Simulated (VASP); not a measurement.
Write the native input for VASP 6.6.1 that does the following.

```yaml
Task: single point
Functional: r2SCAN
Potentials_or_basis: VASP PAW PBE potentials, release 64 (Sr_sv, Ti_sv, O)
Cutoff: 520 eV
k_mesh: 6 × 6 × 6
Occupations: gaussian, width 0.02 eV
Spin: no spin polarisation
Hubbard_terms: Ti d U = 4.0 eV
Dipole_correction: no
Further_INCAR_settings: ALGO = Normal; EDIFF = 1e-06; NBANDS = 28
```

The system is SrTiO3.

```
CELL_PARAMETERS angstrom
3.91771 0.00000 0.00000
0.00000 3.91771 0.00000
0.00000 0.00000 3.91771
ATOMIC_POSITIONS crystal
Sr 0.00000 0.00000 0.00000
Ti 0.50000 0.50000 0.50000
O 0.50000 0.00000 0.50000
O 0.50000 0.50000 0.00000
O 0.00000 0.50000 0.50000
```

The input as run:

POSCAR

```
SrTiO3
1.0
    3.9177112468      0.0000000000      0.0000000000
    0.0000000000      3.9177112468      0.0000000000
    0.0000000000      0.0000000000      3.9177112468
Sr Ti O
1 1 3
Direct
    0.0000000000      0.0000000000      0.0000000000
    0.5000000000      0.5000000000      0.5000000000
    0.5000000000      0.0000000000      0.5000000000
    0.5000000000      0.5000000000      0.0000000000
    0.0000000000      0.5000000000      0.5000000000
```

INCAR.step1

```
  ALGO = Normal
  EDIFF = 1E-4
  ENCUT = 520
  GGA = PE
  ISMEAR = 0
  LASPH = True
  LCHARG = False
  LDAU = True
  LDAUJ = 0 0 0
  LDAUL = -1 2 -1
  LDAUTYPE = 2
  LDAUU = 0 4 0
  LMAXMIX = 4
  LREAL = False
  LWAVE = True
  NBANDS = 28
  NELM = 150
  PREC = Accurate
  SIGMA = 0.02
```

INCAR.step2

```
  ALGO = Normal
  EDIFF = 1E-6
  ENCUT = 520
  ISIF = 2
  ISMEAR = 0
  ISTART = 1
  LASPH = True
  LCHARG = True
  LDAU = True
  LDAUJ = 0 0 0
  LDAUL = -1 2 -1
  LDAUPRINT = 1
  LDAUTYPE = 2
  LDAUU = 0 4 0
  LELF = True
  LMAXMIX = 4
  LMIXTAU = True
  LREAL = False
  LVHAR = True
  LWAVE = False
  METAGGA = R2SCAN
  NBANDS = 28
  NELM = 150
  PREC = Accurate
  SIGMA = 0.02
```

KPOINTS

```
k-points
0
Gamma
  6 6 6
```

Potentials or basis: VASP PAW PBE potentials, release 64 (Sr_sv, Ti_sv, O).

Command:

```sh
$ cat potpaw_PBE.64/Sr_sv/POTCAR potpaw_PBE.64/Ti_sv/POTCAR potpaw_PBE.64/O/POTCAR > POTCAR
$ cp INCAR.step1 INCAR
$ mpirun -np 1 vasp_std > vasp.out
$ cp INCAR.step2 INCAR
$ mpirun -np 1 vasp_std > vasp.out
```

It gave:

The pressure is 3.2 GPa and the band gap on the k mesh is 2.84 eV (least direct gap 3.28 eV).

Caveat: the cell stands under pressure; the PAW data sets were made with another functional, which shifts forces and pressure a little.

It took 2 min on 1 thread of AMD EPYC 7R13 Processor (Zen 3) (shared host), peak memory 0.16 GiB.
